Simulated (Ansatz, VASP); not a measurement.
## Two plane-wave programs on Si2Mo

The input INCAR:

```
SYSTEM = Si2Mo
PREC = Accurate
ENCUT = 520
EDIFF = 1E-6
ISMEAR = 0
SIGMA = 0.15
LREAL = .FALSE.
LASPH = .TRUE.
NELM = 100
ALGO = Normal
ISIF = 2
LWAVE = .FALSE.
LCHARG = .FALSE.
GGA = PS
NBANDS = 18
```

File KPOINTS:

```
Automatic mesh
0
G
  24 24 24
  0 0 0
```

Contents of POSCAR:

```
Si2Mo
1.0
   -1.5009854823      1.5009854823      4.4161224859
    1.5009854823     -1.5009854823      4.4161224859
    1.5009854823      1.5009854823     -4.4161224859
Si Mo
2 1
Direct
    0.3350596647      0.3350596647      0.0000000000
    0.6649403353      0.6649403353      0.0000000000
    0.0000000000      0.0000000000      0.0000000000
```

Input for Ansatz:

```yaml
crystal:
  lattice:
    - [-1.5009854823, 1.5009854823, 4.4161224859]
    - [1.5009854823, -1.5009854823, 4.4161224859]
    - [1.5009854823, 1.5009854823, -4.4161224859]
  atoms:
    - { symbol: Si, position: [0.3350596647, 0.3350596647, 0.0] }
    - { symbol: Si, position: [0.6649403353, 0.6649403353, 0.0] }
    - { symbol: Mo, position: [0.0, 0.0, 0.0] }
basis:
  ecutwfc: 420
kpoints:
  mp_grid: { grid: [24, 24, 24] }
hamiltonian:
  xc: pbesol
scf:
  occupations: { method: gaussian, width: 0.15 }
output:
  forces: true
  stress: true
  eigenvalues: true
```

Alike in both runs: task single point; functional PBEsol; k mesh 24 × 24 × 24; occupations gaussian, width 0.15 eV; no spin polarisation.

```csv
,VASP,Ansatz
version,VASP 6.6.1,Ansatz 0.2.0
potentials or method,"VASP PAW PBE potentials, release 64 (Si, Mo_sv), cutoff 520 eV","scalar-relativistic, plane waves, PAW"
valence electrons in the cell,22,22
```

Ansatz gave:

| Property | Result |
| --- | --- |
| gap on the k mesh at the Fermi level (eV) | none |
| pressure (GPa) | 2.6 |
| traceless stress, the component that is largest in VASP (GPa) | -32.81 |
| rms of the force components (eV/Å) | 0.157 |

Problem. Which values does VASP return?

Solution. gap on the k mesh at the Fermi level (eV): none; pressure (GPa): 3.0; traceless stress, the component that is largest in VASP (GPa): -32.84; rms of the force components (eV/Å): 0.149.

VASP's potentials were made for PBE, not for PBEsol. Atom by atom the forces differ by 0.008 eV/Å (rms over components). A gap of «none» marks a metal or a gap that the smearing closes. The functional is the same, so the differences come from potentials, cutoffs and numerics.
